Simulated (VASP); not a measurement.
# Cs3Nb (I4/mmm) in VASP: single point with PBE

Aim: the single point of Cs3Nb with PBE.

Everything below comes from runs of VASP 6.6.1. Logs are shortened: lines on timing, memory, paths and dates and some standing lists are left out, and cuts for length are marked.

## Step 1: The cell of the first run

Symmetry: I4/mmm, No. 139, tetragonal system. The conventional cell has a = 5.154 Å, b = 5.154 Å, c = 11.512 Å, α = 90.00°, β = 90.00°, γ = 90.00°. Within 4.8 Å of Cs (site symmetry 4/mmm) lie 4 Nb at 3.64 Å and 8 Cs at 3.86 Å. Cs (site symmetry -4m2) has 8 Cs at 3.64 to 3.86 Å and 4 Nb at 3.86 Å within 4.8 Å. Nb (site symmetry 4/mmm) has 12 Cs at 3.64 to 3.86 Å within 4.8 Å.

## Step 2: Single point, PBE

INCAR

```
SYSTEM = Cs3Nb
ALGO = Fast
EDIFF = 1E-6
ENCUT = 520
GGA = PE
ISIF = 2
ISMEAR = 0
LASPH = .TRUE.
LCHARG = .FALSE.
LREAL = .FALSE.
LWAVE = .FALSE.
NBANDS = 28
NELM = 100
PREC = Accurate
SIGMA = 0.1
```

KPOINTS

```
k-points
0
G
  6 6 6
  0 0 0
```

POSCAR

```
Cs3Nb
1.0
   -2.5768280124      2.5768280124      5.7560314043
    2.5768280124     -2.5768280124      5.7560314043
    2.5768280124      2.5768280124     -5.7560314043
Cs Nb
3 1
Direct
    0.5000000000      0.5000000000      0.0000000000
    0.2500000000      0.7500000000      0.5000000000
    0.7500000000      0.2500000000      0.5000000000
    0.0000000000      0.0000000000      0.0000000000
```

Potentials or basis: VASP PAW PBE potentials, release 64 (Cs_sv, Nb_sv).

Started as:

```sh
> cat potpaw_PBE.64/Cs_sv/POTCAR potpaw_PBE.64/Nb_sv/POTCAR > POTCAR
> mpirun -np 1 vasp_std > vasp.out
```

OUTCAR:

```text
SYSTEM = Cs3Nb
   EDIFF = 1E-6
   ENCUT = 520
   GGA = PE
   ISIF = 2
   ISMEAR = 0
   LASPH = .TRUE.
   LREAL = .FALSE.
   NELM = 100
   PREC = Accurate

 ion  position               nearest neighbor table
   1  0.500  0.500  0.000-
   2  0.250  0.750  0.500-
   3  0.750  0.250  0.500-
   4  0.000  0.000  0.000-

  LATTYP: Found a body centered tetragonal cell.
 ALAT       =     5.1536560248
 C/A-ratio  =     2.2337662338

  Lattice vectors:

 A1 = (  -2.5768280124,   2.5768280124,   5.7560314043)
 A2 = (   2.5768280124,  -2.5768280124,   5.7560314043)
 A3 = (   2.5768280124,   2.5768280124,  -5.7560314043)

Analysis of symmetry for initial positions (statically):
=====================================================================
 Subroutine PRICEL returns:
 Original cell was already a primitive cell.

 Routine SETGRP: Setting up the symmetry group for a
 body centered tetragonal supercell.

 Subroutine GETGRP returns: Found 16 space group operations
 (whereof 16 operations were pure point group operations)
 out of a pool of 16 trial point group operations.

The static configuration has the point symmetry D_4h.

Analysis of symmetry for dynamics (positions and initial velocities):
=====================================================================
 Subroutine PRICEL returns:
 Original cell was already a primitive cell.

 Routine SETGRP: Setting up the symmetry group for a
 body centered tetragonal supercell.

 Subroutine GETGRP returns: Found 16 space group operations
 (whereof 16 operations were pure point group operations)
 out of a pool of 16 trial point group operations.

The dynamic configuration has the point symmetry D_4h.

 Subroutine INISYM returns: Found 16 space group operations
 (whereof 16 operations are pure point group operations),
 and found     1 'primitive' translations

----------------------------------------------------------------------------------------

[... 88 lines left out ...]
   ISTART =      0    job   : 0-new  1-cont  2-samecut
   ICHARG =      2    charge: 1-file 2-atom 10-const
   ISPIN  =      1    spin polarized calculation?
   LNONCOLLINEAR =      F non collinear calculations
   LSORBIT =      F    spin-orbit coupling
   LASPH  =      T    aspherical Exc in radial PAW
   ENCUT  =  520.0 eV  38.22 Ry    6.18 a.u.  12.67 12.67 12.67*2*pi/ulx,y,z
   NELM   =    100;   NELMIN=  2; NELMDL= -5     # of ELM steps
   EDIFF  = 0.1E-05   stopping-criterion for ELM
   LREAL  =      F    real-space projection
   EDIFFG = 0.1E-04   stopping-criterion for IOM
   NSW    =      0    number of steps for IOM
   IBRION =     -1    ionic relax: 0-MD 1-quasi-New 2-CG
   NFREE  =      0    steps in history (QN), initial steepest desc. (CG)
   ISIF   =      2    stress and relaxation
   ISYM   =      2    0-nonsym 1-usesym 2-fastsym
   POTIM  = 0.5000    time-step for ionic-motion
   TEBEG  =    0.0;   TEEND  =   0.0 temperature during run
   PSTRESS=    0.0 pullay stress
   NELECT =      40.0000    total number of electrons
   NUPDOWN=      -1.0000    fix difference up-down
   EMIN   =  10.00;   EMAX   =-10.00  energy-range for DOS
   EFERMI =   0.00;   METHOD = LEGACY
   ISMEAR =     0;   SIGMA  =   0.10  broadening in eV -4-tet -1-fermi 0-gaus
   EFERMI_NEDOS =   21; number of points for ismear=-14 and -15
   IALGO  =     68    algorithm
   IMIX   =      4    mixing-type and parameters
     AMIX     =   0.40;   BMIX     =  1.00
     AMIX_MAG =   1.60;   BMIX_MAG =  1.00
  volume/ion in A,a.u.               =      38.22       257.92
  Fermi-wavevector in a.u.,A,eV,Ry     =   1.047073  1.978680 14.916899  1.096361
  Thomas-Fermi vector in A             =   2.181938
   LORBIT       =      0    0 simple, 1 ext, 2 COOP (PROOUT), +10 PAW based schemes
   GGA     = PE    functional components
   LHFCALC =     F    Hartree Fock is set to
   AEXX    =    0.0000 exact exchange contribution
   IVDW    =     0    specifies the selected vdW correction
   LEPSILON=     F    determine dielectric tensor
   LRPA    =     F    only Hartree local field effects (RPA)
 non-spin polarized calculation
 RMM-DIIS sequential band-by-band and
 Gauss-broadening in eV      SIGMA  =   0.10
  energy-cutoff  :      520.00
  volume of cell :      152.88
 maximum number of plane-waves:      4173
 NGX is ok and might be reduce to    54
   NGX = 25   NGY = 25   NGZ = 25

 number of electron      39.9999999 magnetization

 Free energy of the ion-electron system (eV)
  ---------------------------------------------------
  ext. energy  EPLUGINS =         0.00000000
  ---------------------------------------------------
  free energy    TOTEN  =        -5.87276944 eV

  energy without entropy =       -5.82534983  energy(sigma->0) =       -5.84905963

 E-fermi :   4.3941     XC(G=0):  -9.0771

 val. band max:        4.3878813398   @ k =   0.1667   0.1667   0.0000
 cond. band min:       4.3946015305   @ k =  -0.1667   0.3333   0.1667
 fundamental gap:      0.0067201907
 Fermi energy:         4.3940797929

 k-point     1 :       0.0000    0.0000    0.0000
  band No.  band energies     occupation
      1     -50.5694      2.00000
      2     -26.6654      2.00000
      3     -26.6654      2.00000
      4     -26.5740      2.00000
      5     -19.0675      2.00000
      6     -18.5089      2.00000
[... 733 lines left out ...]
     27       6.6385      0.00000
     28       7.1131      0.00000

 [... further k-points ...]

------------------------ aborting loop because EDIFF is reached ----------------------------------------

  FORCE on cell =-STRESS in cart. coord.  units (eV):
  Direction    XX          YY          ZZ          XY          YZ          ZX
  --------------------------------------------------------------------------------------
  -------------------------------------------------------------------------------------
  Total        3.6702525      3.6702525      2.0829839      0.0000000      0.0000000      0.0000000
  in kB       38.4638292     38.4638292     21.8294344      0.0000000      0.0000000      0.0000000
  external PRESSURE =      32.9190309 kB  Pullay stress =       0.0000000 kB

 VOLUME and BASIS-vectors are now :
 -----------------------------------------------------------------------------
  energy-cutoff  :      520.00
  volume of cell :      152.88
      direct lattice vectors                 reciprocal lattice vectors
    -2.576828012  2.576828012  5.756031404     0.000000000  0.194037009  0.086865405
     2.576828012 -2.576828012  5.756031404     0.194037009  0.000000000  0.086865405
     2.576828012  2.576828012 -5.756031404     0.194037009  0.194037009  0.000000000

 POSITION                                       TOTAL-FORCE (eV/Angst)
 -----------------------------------------------------------------------------------
      0.00000      0.00000      5.75603        -0.000000      0.000000     -0.000000
      2.57683      0.00000      2.87802         0.000000     -0.000000     -0.000000
      0.00000      2.57683      2.87802         0.000000      0.000000      0.000000
      0.00000      0.00000      0.00000        -0.000000      0.000000     -0.000000
 -----------------------------------------------------------------------------------
    total drift:                               -0.000000      0.000000      0.000000

  FREE ENERGIE OF THE ION-ELECTRON SYSTEM (eV)
  ---------------------------------------------------
  free  energy   TOTEN  =        -5.8727694406 eV

  energy  without entropy=       -5.8253498269  energy(sigma->0) =       -5.84905963
```

OSZICAR:

```text
N       E                     dE             d eps       ncg     rms          rms(c)
DAV:   1     0.324243204449E+03    0.32424E+03   -0.17915E+04  1680   0.126E+03
DAV:   2     0.213890756926E+02   -0.30285E+03   -0.29636E+03  2544   0.325E+02
DAV:   3    -0.517303576800E+01   -0.26562E+02   -0.26144E+02  2696   0.800E+01
[... 11 lines left out ...]
RMM:  15    -0.587276291255E+01   -0.68604E-05   -0.61269E-05  2447   0.264E-02    0.260E-03
RMM:  16    -0.587276592599E+01   -0.30134E-05   -0.31948E-05  2305   0.189E-02    0.261E-03
RMM:  17    -0.587276784258E+01   -0.19166E-05   -0.16325E-05  2142   0.146E-02    0.114E-03
RMM:  18    -0.587276894745E+01   -0.11049E-05   -0.98916E-06  1964   0.117E-02    0.599E-04
RMM:  19    -0.587276944062E+01   -0.49318E-06   -0.54057E-06  1781   0.946E-03
   1 F= -.58727694E+01 E0= -.58490596E+01  d E =-.474196E-01
```

It took 3.1 min on 1 thread of Intel Xeon 6975P-C (Granite Rapids), shared host; peak memory 0.44 GiB.

Results:

```yaml
Free_energy: -5.8728 eV
Pressure: 3.3 GPa
Band_gap_on_the_k_mesh: zero (bands 20 and 21 overlap by 0.85 eV)
```

Stress tensor (GPa, compression positive):
```
3.85 0.00 0.00
0.00 3.85 0.00
0.00 0.00 2.18
```

Caveat: the cell stands under pressure; spin-orbit coupling is left out, which moves the levels of the heavy elements.
